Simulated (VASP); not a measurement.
**LiF: electric field gradients with PBE**

The system is LiF.

```
Li F
1.0
     0.00000    2.04050    2.04050
     2.04050    0.00000    2.04050
     2.04050    2.04050    0.00000
Li F
1 1
Cartesian
  0.0000 0.0000 0.0000
  2.0405 2.0405 2.0405
```

This cell differs from its parent crystal: volume scaled by 1.04.

```json
{"Program": "VASP 6.6.1", "Task": "electric field gradients", "Functional": "PBE", "Potentials or basis": "VASP PAW PBE potentials, release 64 (Li_sv, F)", "Cutoff": "520 eV", "k mesh": "10 × 10 × 10", "Occupations": "fermi-dirac, width 0.03 eV", "Spin": "no spin polarisation", "Dipole correction": "no", "Further INCAR settings": "ALGO = Normal; EDIFF = 1e-08; NBANDS = 12"}
```

The band gap on the k mesh is 8.75 eV, direct.

Levels at points of the mesh, in eV from the valence-band top:
```csv
k point,band 3,band 4,band 5,band 6,band 7,band 8
"(0.00, 0.00, 0.00)",0.00,0.00,0.00,8.75,23.45,23.45
"(0.50, 0.00, 0.00)",-2.40,-0.21,-0.21,10.57,16.28,18.58
"(0.50, 0.50, 0.00)",-2.84,-0.94,-0.94,14.45,16.29,16.98
```

It took 16 s on 1 thread of Intel(R) Xeon(R) Platinum 8259CL CPU @ 2.50GHz (Skylake/Cascade Lake), with other jobs on the host, peak memory 0.13 GiB.

Caveat: without QUAD_EFG the Cq values of the log hold for a quadrupole moment of 1 mb, not for the nuclei. A k mesh can miss the band edges.
